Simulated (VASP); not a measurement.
# Tl (P6_3/mmc) in VASP: single point with PBE

Aim: the single point of Tl with PBE.

Everything below comes from runs of VASP 6.6.1. Logs are shortened: lines on timing, memory, paths and dates and some standing lists are left out, and cuts for length are marked.

### Step 1. The cell of the first run

The structure is hexagonal, space group P6_3/mmc (No. 194). The conventional cell has a = 2.808 Å, b = 2.808 Å, c = 4.609 Å, α = 90.00°, β = 90.00°, γ = 120.00°. Tl (site symmetry -6m2) has 12 Tl at 2.81 to 2.82 Å within 3.7 Å.

### Step 2. Single point, PBE (15.74 Å³/atom)

POSCAR

```
Tl
1.0
    2.8084401654      0.0000000000      0.0000000000
   -1.4042200827      2.4321805282      0.0000000000
    0.0000000000      0.0000000000      4.6086580640
Tl
2
Direct
    0.3333333333      0.6666666667      0.2500000000
    0.6666666667      0.3333333333      0.7500000000
```

INCAR.step1

```
  PREC = Accurate
  ENCUT = 520
  EDIFF = 1E-6
  ISMEAR = -1
  SIGMA = 0.1
  LREAL = F
  LASPH = T
  NELM = 60
  ALGO = Normal
  ISIF = 2
  LWAVE = F
  LCHARG = T
  GGA = PE
  NBANDS = 20
```

KPOINTS.step1

```
regular mesh
0
Gamma
  14 14 8
```

INCAR.step2

```
  PREC = Accurate
  ENCUT = 520
  EDIFF = 1E-6
  ISMEAR = -5
  SIGMA = 0.1
  LREAL = F
  LASPH = T
  NELM = 60
  ALGO = Normal
  ISIF = 2
  LWAVE = F
  LCHARG = F
  GGA = PE
  LORBIT = 10
  NEDOS = 2001
  ICHARG = 11
```

KPOINTS.step2

```
regular mesh
0
Gamma
  21 21 12
```

Potentials or basis: VASP PAW PBE potentials, release 64 (Tl_d).

On the command line:

```bash
cat potpaw_PBE.64/Tl_d/POTCAR > POTCAR
cp INCAR.step1 INCAR
cp KPOINTS.step1 KPOINTS
mpirun -np 1 vasp_std > vasp.out
cp INCAR.step2 INCAR
cp KPOINTS.step2 KPOINTS
mpirun -np 1 vasp_std > vasp.out
```

OUTCAR:

```text
PREC = Accurate
   ENCUT = 520
   EDIFF = 1E-6
   ISMEAR = -5
   LREAL = F
   LASPH = T
   NELM = 60
   ISIF = 2
   GGA = PE
   LORBIT = 10
   ICHARG = 11

 ion  position               nearest neighbor table
   1  0.333  0.667  0.250-   2 2.82   2 2.82   2 2.82   2 2.82   2 2.82   2 2.82   2 3.98   2 3.98
                             2 3.98   2 3.98   2 3.98   2 3.98
   2  0.667  0.333  0.750-   1 2.82   1 2.82   1 2.82   1 2.82   1 2.82   1 2.82   1 3.98   1 3.98
                             1 3.98   1 3.98   1 3.98   1 3.98

  LATTYP: Found a hexagonal cell.
 ALAT       =     2.8084401654
 C/A-ratio  =     1.6410027605

  Lattice vectors:

 A1 = (   2.8084401654,   0.0000000000,   0.0000000000)
 A2 = (  -1.4042200827,   2.4321805282,   0.0000000000)
 A3 = (   0.0000000000,   0.0000000000,   4.6086580640)

Analysis of symmetry for initial positions (statically):
=====================================================================
 Subroutine PRICEL returns:
 Original cell was already a primitive cell.

 Routine SETGRP: Setting up the symmetry group for a
 hexagonal supercell.

 Subroutine GETGRP returns: Found 24 space group operations
 (whereof 12 operations were pure point group operations)
 out of a pool of 24 trial point group operations.

The static configuration has the point symmetry D_3d.
 The point group associated with its full space group is D_6h.

Analysis of symmetry for dynamics (positions and initial velocities):
=====================================================================
 Subroutine PRICEL returns:
 Original cell was already a primitive cell.

 Routine SETGRP: Setting up the symmetry group for a
 hexagonal supercell.

 Subroutine GETGRP returns: Found 24 space group operations
 (whereof 12 operations were pure point group operations)
 out of a pool of 24 trial point group operations.

The dynamic configuration has the point symmetry D_3d.
 The point group associated with its full space group is D_6h.

 Subroutine INISYM returns: Found 24 space group operations
 (whereof 12 operations are pure point group operations),
 and found     1 'primitive' translations

----------------------------------------------------------------------------------------

                                     Primitive cell

  volume of cell :      31.4801

  direct lattice vectors                    reciprocal lattice vectors
     2.808440165  0.000000000  0.000000000     0.356069541  0.205576845  0.000000000
    -1.404220083  2.432180528  0.000000000     0.000000000  0.411153690  0.000000000
     0.000000000  0.000000000  4.608658064     0.000000000  0.000000000  0.216982902

  length of vectors
     2.808440165  2.808440165  4.608658064     0.411153690  0.411153690  0.216982902

  position of ions in fractional coordinates (direct lattice)
     0.333333333  0.666666667  0.250000000
     0.666666667  0.333333333  0.750000000

  ion indices of the primitive-cell ions
   primitive index   ion index
                 1           1
                 2           2

----------------------------------------------------------------------------------------

 KPOINTS: regular mesh

Automatic generation of k-mesh.
 Grid dimensions read from file:
 generate k-points for:   21   21   12

 Generating k-lattice:

  Cartesian coordinates                     Fractional coordinates (reciprocal lattice)
     0.016955692  0.009789374  0.000000000     0.047619048  0.000000000  0.000000000
     0.000000000  0.019578747  0.000000000     0.000000000  0.047619048  0.000000000
     0.000000000  0.000000000  0.018081908     0.000000000  0.000000000  0.083333333

  Length of vectors
     0.019578747  0.019578747  0.018081908

  Shift w.r.t. Gamma in fractional coordinates (k-lattice)
     0.000000000  0.000000000  0.000000000

 TETIRR: Found   5376 inequivalent tetrahedra from    31752

 Subroutine IBZKPT returns following result:
 ===========================================

 Found    336 irreducible k-points:

 Following reciprocal coordinates:
            Coordinates               Weight
  0.000000  0.000000  0.000000      1.000000
  0.047619  0.000000  0.000000      6.000000
  0.095238  0.000000  0.000000      6.000000
  0.142857  0.000000  0.000000      6.000000
  0.190476  0.000000  0.000000      6.000000
  0.238095  0.000000  0.000000      6.000000
[... 16 lines left out ...]
  0.142857  0.095238  0.000000     12.000000
  0.190476  0.095238  0.000000     12.000000
 [... further k-points ...]
   k-points           NKPTS =    336   k-points in BZ     NKDIM =    336   number of bands    NBANDS=     17
   number of dos      NEDOS =   2001   number of ions     NIONS =      2
   total plane-waves  NPLWV =  20736
   dimension x,y,z NGX =    24 NGY =   24 NGZ =   36
   dimension x,y,z NGXF=    48 NGYF=   48 NGZF=   72
   ions per type =               2
   NGX,Y,Z   is equivalent  to a cutoff of  14.21, 14.21, 12.99 a.u.
   NGXF,Y,Z  is equivalent  to a cutoff of  28.41, 28.41, 25.97 a.u.
 SYSTEM =  unknown system
   PREC   = accura    normal or accurate (medium, high low for compatibility)
   ISTART =      0    job   : 0-new  1-cont  2-samecut
   ICHARG =     11    charge: 1-file 2-atom 10-const
   ISPIN  =      1    spin polarized calculation?
   LNONCOLLINEAR =      F non collinear calculations
   LSORBIT =      F    spin-orbit coupling
   LASPH  =      T    aspherical Exc in radial PAW
   ENCUT  =  520.0 eV  38.22 Ry    6.18 a.u.   5.22  5.22  8.57*2*pi/ulx,y,z
   NELM   =     60;   NELMIN=  2; NELMDL=  0     # of ELM steps
   EDIFF  = 0.1E-05   stopping-criterion for ELM
   LREAL  =      F    real-space projection
   EDIFFG = 0.1E-04   stopping-criterion for IOM
   NSW    =      0    number of steps for IOM
[... 5 lines left out ...]
   TEBEG  =    0.0;   TEEND  =   0.0 temperature during run
   PSTRESS=    0.0 pullay stress
   NELECT =      26.0000    total number of electrons
   NUPDOWN=      -1.0000    fix difference up-down
   EMIN   =  10.00;   EMAX   =-10.00  energy-range for DOS
   EFERMI =   0.00;   METHOD = LEGACY
   ISMEAR =    -5;   SIGMA  =   0.10  broadening in eV -4-tet -1-fermi 0-gaus
   EFERMI_NEDOS =   21; number of points for ismear=-14 and -15
   IALGO  =     38    algorithm
   IMIX   =      4    mixing-type and parameters
     AMIX     =   0.40;   BMIX     =  1.00
     AMIX_MAG =   1.60;   BMIX_MAG =  1.00
  volume/ion in A,a.u.               =      15.74       106.22
  Fermi-wavevector in a.u.,A,eV,Ry     =   1.535987  2.902594 32.099615  2.359255
  Thomas-Fermi vector in A             =   2.642699
   LORBIT       =     10    0 simple, 1 ext, 2 COOP (PROOUT), +10 PAW based schemes
   GGA     = PE    functional components
   LHFCALC =     F    Hartree Fock is set to
   AEXX    =    0.0000 exact exchange contribution
   IVDW    =     0    specifies the selected vdW correction
   LEPSILON=     F    determine dielectric tensor
   LRPA    =     F    only Hartree local field effects (RPA)
 non-spin polarized calculation
 Fermi weights with tetrahedron method with Bloechl corrections
  energy-cutoff  :      520.00
  volume of cell :       31.48
 maximum number of plane-waves:       860
 NGX is ok and might be reduce to    24

 number of electron      25.9999995 magnetization

 Free energy of the ion-electron system (eV)
  ---------------------------------------------------
  ext. energy  EPLUGINS =         0.00000000
  ---------------------------------------------------
  free energy    TOTEN  =         1.25935215 eV

  energy without entropy =        1.25935215  energy(sigma->0) =        1.25935215

 E-fermi :  15.9908     XC(G=0): -13.5367

 val. band max:       16.1268659094   @ k =   0.4286   0.1429   0.0000
 cond. band min:      15.8472214450   @ k =   0.3333   0.0000   0.0833
 fundamental gap:     -0.2796444644
 Fermi energy:        15.9908354212

 k-point     1 :       0.0000    0.0000    0.0000
  band No.  band energies     occupation
      1      -0.4182      2.00000
      2       0.3473      2.00000
      3       1.8446      2.00000
      4       1.9889      2.00000
      5       1.9889      2.00000
      6       2.2211      2.00000
[... 9 lines left out ...]
     16      28.0870      0.00000
     17      28.5464      0.00000

 k-point     2 :       0.0476    0.0000    0.0000
  band No.  band energies     occupation
      1      -0.3460      2.00000
      2       0.3901      2.00000
      3       1.8108      2.00000
      4       2.0249      2.00000
      5       2.0269      2.00000
      6       2.2085      2.00000
[... 9 lines left out ...]
     16      27.6399      0.00000
     17      28.0955      0.00000

 k-point     3 :       0.0952    0.0000    0.0000
  band No.  band energies     occupation
      1      -0.1363      2.00000
      2       0.5090      2.00000
      3       1.7407      2.00000
      4       2.0979      2.00000
      5       2.1386      2.00000
      6       2.1919      2.00000
[... 9 lines left out ...]
     16      27.1193      0.00000
     17      27.8695      0.00000

 k-point     4 :       0.1429    0.0000    0.0000
  band No.  band energies     occupation
      1       0.1840      2.00000
      2       0.6699      2.00000
      3       1.6773      2.00000
      4       2.0968      2.00000
      5       2.3018      2.00000
      6       2.3177      2.00000
[... 9 lines left out ...]
     16      26.7759      0.00000
     17      28.1629      0.00000

 k-point     5 :       0.1905    0.0000    0.0000
  band No.  band energies     occupation
      1       0.5447      2.00000
      2       0.7996      2.00000
      3       1.6961      2.00000
      4       2.0817      2.00000
      5       2.0961      2.00000
      6       2.3644      2.00000
[... 9 lines left out ...]
     16      27.0512      0.00000
     17      27.8464      0.00000

 k-point     6 :       0.2381    0.0000    0.0000
  band No.  band energies     occupation
      1       0.7791      2.00000
      2       0.8515      2.00000
      3       1.8136      2.00000
      4       1.8797      2.00000
      5       2.1468      2.00000
      6       2.2581      2.00000
[... 9 lines left out ...]
     16      26.6020      0.00000
     17      26.7887      0.00000

 k-point     7 :       0.2857   -0.0000    0.0000
  band No.  band energies     occupation
      1       0.7150      2.00000
      2       0.9357      2.00000
      3       1.5303      2.00000
      4       2.1030      2.00000
      5       2.1560      2.00000
      6       2.3802      2.00000
[... 9 lines left out ...]
     16      24.5773      0.00000
     17      25.3793      0.00000

 k-point     8 :       0.3333    0.0000    0.0000
  band No.  band energies     occupation
      1       0.6004      2.00000
      2       0.9265      2.00000
      3       1.2785      2.00000
      4       2.0657      2.00000
      5       2.2612      2.00000
      6       2.5592      2.00000
[... 9 lines left out ...]
     16      22.4546      0.00000
     17      24.1795      0.00000
[... 203 lines left out ...]
      1       0.4873      2.00000
      2       0.8916      2.00000
      3       1.0001      2.00000
      4       1.9535      2.00000
      5       2.4375      2.00000
      6       2.4422      2.00000
[... 9 lines left out ...]
     16      20.8500      0.00000
     17      22.5302      0.00000

 k-point    20 :       0.4286    0.0476    0.0000
  band No.  band energies     occupation
      1       0.4248      2.00000
      2       0.8528      2.00000
      3       0.8962      2.00000
      4       1.9199      2.00000
      5       2.3884      2.00000
      6       2.5140      2.00000
[... 9 lines left out ...]
     16      20.3892      0.00000
     17      21.6508      0.00000

 k-point    21 :       0.4762    0.0476    0.0000
  band No.  band energies     occupation
      1       0.4033      2.00000
      2       0.8387      2.00000
      3       0.8611      2.00000
      4       1.9086      2.00000
      5       2.3716      2.00000
      6       2.5387      2.00000
[... 9 lines left out ...]
     16      20.2463      0.00000
     17      21.2790      0.00000

 k-point    22 :       0.0952    0.0952    0.0000
  band No.  band energies     occupation
      1       0.3691      2.00000
      2       0.7694      2.00000
      3       1.6087      2.00000
      4       2.1090      2.00000
      5       2.2632      2.00000
      6       2.2981      2.00000
[... 9 lines left out ...]
     16      28.1198      0.00000
     17      28.5364      0.00000

 k-point    23 :       0.1429    0.0952    0.0000
  band No.  band energies     occupation
      1       0.7194      2.00000
      2       0.9165      2.00000
      3       1.5738      2.00000
      4       2.0589      2.00000
      5       2.0862      2.00000
      6       2.2345      2.00000
[... 9 lines left out ...]
     16      27.6463      0.00000
     17      28.2850      0.00000

 k-point    24 :       0.1905    0.0952    0.0000
  band No.  band energies     occupation
      1       0.9534      2.00000
      2       0.9830      2.00000
      3       1.7169      2.00000
      4       1.7796      2.00000
      5       2.1195      2.00000
      6       2.1388      2.00000
[... 9 lines left out ...]
     16      26.5752      0.00000
     17      26.9683      0.00000

 [... further k-points ...]

------------------------ aborting loop because EDIFF is reached ----------------------------------------

  FORCE on cell =-STRESS in cart. coord.  units (eV):
  Direction    XX          YY          ZZ          XY          YZ          ZX
  --------------------------------------------------------------------------------------
  -------------------------------------------------------------------------------------
  Total       23.7963640     23.7963640     23.8464438      0.0000000      0.0000000      0.0000000
  in kB     1211.1159308   1211.1159307   1213.6647416      0.0000000      0.0000000      0.0000000
  external PRESSURE =    1211.9655344 kB  Pullay stress =       0.0000000 kB

 VOLUME and BASIS-vectors are now :
 -----------------------------------------------------------------------------
  energy-cutoff  :      520.00
  volume of cell :       31.48
      direct lattice vectors                 reciprocal lattice vectors
     2.808440165  0.000000000  0.000000000     0.356069541  0.205576845  0.000000000
    -1.404220083  2.432180528  0.000000000     0.000000000  0.411153690  0.000000000
     0.000000000  0.000000000  4.608658064     0.000000000  0.000000000  0.216982902

 POSITION                                       TOTAL-FORCE (eV/Angst)
 -----------------------------------------------------------------------------------
     -0.00000      1.62145      1.15216         0.000000      0.000000      0.000000
      1.40422      0.81073      3.45649        -0.000000      0.000000      0.000000
 -----------------------------------------------------------------------------------
    total drift:                                0.000000     -0.000000      0.000000

  FREE ENERGIE OF THE ION-ELECTRON SYSTEM (eV)
  ---------------------------------------------------
  free  energy   TOTEN  =         1.2593521528 eV

  energy  without entropy=        1.2593521528  energy(sigma->0) =        1.25935215

 total charge

# of ion       s       p       d       tot
------------------------------------------
    1        1.231   0.862   9.752  11.845
    2        1.231   0.862   9.752  11.845
--------------------------------------------------
tot          2.462   1.724  19.505  23.690
```

Wall time 1.8 min (1 thread of Oxide Virtual Turin-like, shared host); peak memory 0.23 GiB.

What came out:

- Valence electrons inside the program's atomic spheres: Tl 11.85

Caveat: spin-orbit coupling is left out, which moves the levels of the heavy elements.
